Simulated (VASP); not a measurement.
As, 1 atom in the cell. Symmetry: Pm-3m, No. 221, cubic system. The conventional cell has a = 2.276 Å, b = 2.276 Å, c = 2.276 Å, α = 90.00°, β = 90.00°, γ = 90.00°. Within 3.0 Å of As (site symmetry m-3m) lie 6 As at 2.28 Å.  This cell differs from its parent crystal: volume scaled by 0.58.

* Program: VASP 6.6.1
* Task: single point
* Functional: PBE
* Potentials or basis: VASP PAW PBE potentials, release 64 (As)
* Cutoff: 520 eV
* k mesh: 15 × 15 × 15
* Occupations: fermi-dirac, width 0.08 eV
* Spin: no spin polarisation
* Dipole correction: no
* Further INCAR settings: ALGO = Normal; EDIFF = 1e-07; NBANDS = 8

Potentials or basis: VASP PAW PBE potentials, release 64 (As).

Command:

```console
$ cat potpaw_PBE.64/As/POTCAR > POTCAR
$ mpirun -np 1 vasp_std > vasp.out
```

Hardware: 1 thread of Intel Xeon 8259CL, on a shared host.

How long does it take, and how much memory?

It took 15 s on 1 thread of Intel Xeon 8259CL, on a shared host, peak memory 0.09 GiB. Counts: scf iterations 12, k points 120.
